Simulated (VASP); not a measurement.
Set up this calculation in VASP 6.6.1, as the native input.

| Quantity | Value |
| --- | --- |
| Task | single point |
| Functional | PBE |
| Potentials or basis | VASP PAW PBE potentials, release 64 (Pb_d, S) |
| Cutoff | 520 eV |
| k mesh | 8 × 8 × 6 |
| Occupations | gaussian, width 0.02 eV |
| Spin | no spin polarisation |
| Dipole correction | no |
| Further INCAR settings | ALGO = Normal; EDIFF = 1e-06; NBANDS = 28 |

The structure of PbS lies in POSCAR:

```
PbS
1.0
    2.0608469073     -5.8656994234      0.0000000000
    2.0608469073      5.8656994234      0.0000000000
    0.0000000000      0.0000000000      4.2844603683
Pb S
2 2
Direct
    0.8719087772      0.1280912228      0.7500000000
    0.1280912228      0.8719087772      0.2500000000
    0.6412302723      0.3587697277      0.7500000000
    0.3587697277      0.6412302723      0.2500000000
```

One way to write it, as run:

INCAR

```
SYSTEM = PbS
PREC = Accurate
ENCUT = 520
EDIFF = 1E-6
ISMEAR = 0
SIGMA = 0.02
LREAL = .False.
LASPH = .True.
NELM = 80
ALGO = Normal
ISIF = 2
LWAVE = .False.
LCHARG = .False.
GGA = PE
NBANDS = 28
```

KPOINTS

```
regular mesh
0
Gamma
  8 8 6
  0 0 0
```

Potentials or basis: VASP PAW PBE potentials, release 64 (Pb_d, S).

Command:

```console
$ cat potpaw_PBE.64/Pb_d/POTCAR potpaw_PBE.64/S/POTCAR > POTCAR
$ mpirun -np 1 vasp_std > vasp.out
```

Results of the run:

- Pressure: 1.6 GPa
- Largest force: 0.008 eV/Å
- Band gap on the k mesh: 1.24 eV (least direct gap 1.34 eV)

Caveat: spin-orbit coupling is left out, which moves the levels of the heavy elements.

It took 5.9 min on 1 thread of Intel Xeon 8259CL (shared host), peak memory 0.38 GiB.
